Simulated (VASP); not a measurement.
A run of VASP 6.6.1 is set up as follows.

File POSCAR:

```
K
1.0
    4.7706847457      0.0000000000      0.0000000000
   -2.3853423728      4.1315341832      0.0000000000
    0.0000000000      0.0000000000      7.7921184179
K
2
Direct
    0.3333333333      0.6666666667      0.7500000000
    0.6666666667      0.3333333333      0.2500000000
```

INCAR.step1

```
SYSTEM = K
  ALGO = Normal
  EDIFF = 1E-4
  ENCUT = 520
  GGA = PE
  ISMEAR = 0
  LASPH = .True.
  LCHARG = .False.
  LREAL = .False.
  LWAVE = .True.
  NBANDS = 16
  NELM = 80
  PREC = Accurate
  SIGMA = 0.05
```

File INCAR.step2:

```
SYSTEM = K
  ALGO = Normal
  EDIFF = 1E-6
  ENCUT = 520
  ISIF = 2
  ISMEAR = 0
  ISTART = 1
  LASPH = .True.
  LCHARG = .False.
  LMIXTAU = .True.
  LREAL = .False.
  LWAVE = .False.
  METAGGA = R2SCAN
  NBANDS = 16
  NELM = 80
  PREC = Accurate
  SIGMA = 0.05
```

KPOINTS

```
k-points
0
Gamma
  10 10 6
  0 0 0
```

Potentials or basis: VASP PAW PBE potentials, release 64 (K_sv).

Run with:

```sh
$ cat potpaw_PBE.64/K_sv/POTCAR > POTCAR
$ cp INCAR.step1 INCAR
$ mpirun -np 1 vasp_std > vasp.out
$ cp INCAR.step2 INCAR
$ mpirun -np 1 vasp_std > vasp.out
```

(1) What does it give for the band gap on the k mesh?

(2) Predict the pressure.

Answers

(1) zero (bands 9 and 10 overlap by 2.44 eV).

(2) 0.0 GPa.

Caveat: the PAW data sets were made with another functional, which shifts forces and pressure a little.
